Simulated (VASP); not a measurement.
A run of VASP 6.6.1:

File INCAR:

```
  ALGO = Normal
  EDIFF = 1E-6
  ENCUT = 520
  GGA = PE
  ISIF = 2
  ISMEAR = -1
  LASPH = True
  LCHARG = True
  LELF = True
  LREAL = False
  LVHAR = True
  LWAVE = False
  NBANDS = 13
  NELM = 60
  PREC = Accurate
  SIGMA = 0.01
```

KPOINTS

```
k-points
0
Gamma
  12 12 12
```

File POSCAR:

```
O
1.0
    0.0000000000      2.1215076915      3.3670019701
    1.4881406827      0.0000000000      3.3670019701
    1.4881406827      2.1215076915      0.0000000000
O
2
Direct
    0.0871000000      0.0871000000      0.9129000000
    0.9129000000      0.9129000000      0.0871000000
```

Potentials or basis: VASP PAW PBE potentials, release 64 (O).

Launch:

```bash
$ cat potpaw_PBE.64/O/POTCAR > POTCAR
$ mpirun -np 1 vasp_std > vasp.out
```

Hardware: 1 thread of Intel(R) Xeon(R) Platinum 8488C (Sapphire Rapids), with other jobs on the host.

Task: How long does it take, and how much memory?

Result: Wall time 49 s on 1 thread of Intel(R) Xeon(R) Platinum 8488C (Sapphire Rapids) (shared host), peak memory 0.18 GiB. Counts: scf iterations 13, k points 280.
